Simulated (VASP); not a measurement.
Runs of VASP 6.6.1 on SnTe. The structure is that of space group F-43m (No. 216), or close to it. The cells are those of the table. 

| task | level | potentials or basis | cell | gap on the mesh (eV) | pressure (GPa) | relaxed volume (Å³/atom) |
| --- | --- | --- | --- | --- | --- | --- |
| relaxation of cell and atoms | BLYP+D3(BJ) | VASP PAW PBE potentials, release 64 (Sn_d, Te) | relaxed from a = 5.107 Å, angles 60.0°, 2 atoms | (a) | 0.0 | 45.73 |
| relaxation of cell and atoms | LDA | VASP PAW LDA potentials, release 64 (Sn_d, Te) | relaxed from a = 5.107 Å, angles 60.0°, 2 atoms | none | 0.0 | 41.60 |
| single point | PBEsol+D3(BJ) | VASP PAW PBE potentials, release 64 (Sn_d, Te) | a = 4.932 Å, angles 60.0°, 2 atoms | none | 0.0 | - |
| single point | LDA | VASP PAW LDA potentials, release 64 (Sn_d, Te) | a = 4.898 Å, angles 60.0°, 2 atoms | none | 0.0 | - |
| single point | BLYP+D3(BJ) | VASP PAW PBE potentials, release 64 (Sn_d, Te) | a = 5.056 Å, angles 60.0°, 2 atoms | (b) | 0.0 | - |
| relaxation of cell and atoms | PBEsol+D3(BJ) | VASP PAW PBE potentials, release 64 (Sn_d, Te) | relaxed from a = 5.107 Å, angles 60.0°, 2 atoms | none | 0.0 | 42.38 |

Alike in all rows: no spin polarisation; k mesh 4 × 4 × 4; cutoff (eV) 500; smearing fermi-dirac 0.05 eV.

Estimate the missing entries.

(a) 0.08; (b) 0.07.

Caveats: some runs use coarse meshes; spin-orbit coupling is left out, which moves the levels of the heavy elements; the PAW data sets were made with another functional, which shifts forces and pressure a little (some runs); pairwise dispersion overbinds metals, which lowers pressure and volume (some runs).

A k mesh can miss the band edges, and the runs leave out spin-orbit coupling on Sn, Te.

A gap of «none» marks levels without a gap at the run's occupations.
